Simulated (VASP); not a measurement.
A run of VASP 6.6.1 is set up as follows.

Contents of INCAR:

```
SYSTEM = CdS
PREC = Accurate
ENCUT = 500
EDIFF = 1E-6
ISMEAR = 0
SIGMA = 0.02
LREAL = .False.
LASPH = .True.
NELM = 120
ALGO = Normal
ISIF = 2
LWAVE = .False.
LCHARG = .True.
GGA = RP
LELF = .True.
LVHAR = .True.
NBANDS = 26
GGA_COMPAT = .False.
```

The input KPOINTS:

```
regular mesh
0
Gamma
  6 6 4
  0 0 0
```

The input POSCAR:

```
CdS
1.0
    4.2545089025      0.0000000000      0.0000000000
   -2.1272544513      3.6845127902      0.0000000000
    0.0000000000      0.0000000000      6.9209780922
Cd S
2 2
Direct
    0.6666666667      0.3333333333      0.5001715668
    0.3333333333      0.6666666667      0.0001715668
    0.6666666667      0.3333333333      0.8768284332
    0.3333333333      0.6666666667      0.3768284332
```

Potentials or basis: VASP PAW PBE potentials, release 64 (Cd, S).

Run with:

```bash
$ cat potpaw_PBE.64/Cd/POTCAR potpaw_PBE.64/S/POTCAR > POTCAR
$ mpirun -np 1 vasp_std > vasp.out
```

Q: What does it give for the pressure?

A: 0.2 GPa.

Q: Estimate the band gap on the k mesh.

A: 1.20 eV.

Caveat: the PAW data sets were made with another functional, which shifts forces and pressure a little.
